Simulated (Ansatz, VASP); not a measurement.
# Lu: VASP beside Ansatz

File INCAR:

```
  ALGO = Normal
  EDIFF = 1E-6
  ENCUT = 520
  GGA = PE
  ISIF = 2
  ISMEAR = -1
  LASPH = T
  LCHARG = T
  LELF = T
  LREAL = F
  LVHAR = T
  LWAVE = F
  NBANDS = 32
  NELM = 60
  PREC = Accurate
  SIGMA = 0.1
```

Contents of KPOINTS:

```
k-points
0
Gamma
  4 4 2
```

Contents of POSCAR:

```
Lu
1.0
    3.5070808964      0.0000000000      0.0000000000
   -1.7535404482      3.0372211494      0.0000000000
    0.0000000000      0.0000000000      5.4772888711
Lu
2
Direct
    0.3333333333      0.6666666667      0.2500000000
    0.6666666667      0.3333333333      0.7500000000
```

Input for Ansatz:

```yaml
crystal:
  lattice:
    - [3.5070808964, 0.0, 0.0]
    - [-1.7535404482, 3.0372211494, 0.0]
    - [0.0, 0.0, 5.4772888711]
  atoms:
    - { symbol: Lu, position: [0.3333333333, 0.6666666667, 0.25] }
    - { symbol: Lu, position: [0.6666666667, 0.3333333333, 0.75] }
hamiltonian:
  xc: pbe
  pseudopotentials:
    kind: paw
    azcp:
      Lu: "pseudopotentials/Lu.paw.azcp"
basis:
  ecutwfc: 420
  fft_grid_basis: typed
kpoints:
  mp_grid: { grid: [4, 4, 2], shift: [0, 0, 0] }
magnetization:
  spin_polarized: false
scf:
  occupations: { method: fermi_dirac, width: 0.1 }
  lower_state_search: "off"
output:
  stress: true
  write_density: true
  write_potential: true
  elf: true
  volumetric_format: npy
```

Alike in both runs: task single point; functional PBE; k mesh 4 × 4 × 2; occupations fermi-dirac, width 0.1 eV; no spin polarisation.

|  | VASP | Ansatz |
| --- | --- | --- |
| version | VASP 6.6.1 | Ansatz 0.2.0 |
| potentials or method | VASP PAW PBE potentials, release 64 (Lu), cutoff 520 eV | plane waves (420 eV) with PAW, scalar-relativistic |
| valence electrons in the cell | 50 | 50 |

```tsv
	VASP	Ansatz	Ansatz less VASP
pressure (GPa)	1.2	0.7	-0.47
traceless stress, the component that is largest in VASP (GPa)	1.12	1.13	+0.005
```

The functional is the same, so the differences come from potentials, cutoffs and numerics.

The k mesh is coarse, so the values compare programs but aren't converged. Spin-orbit coupling is off throughout.
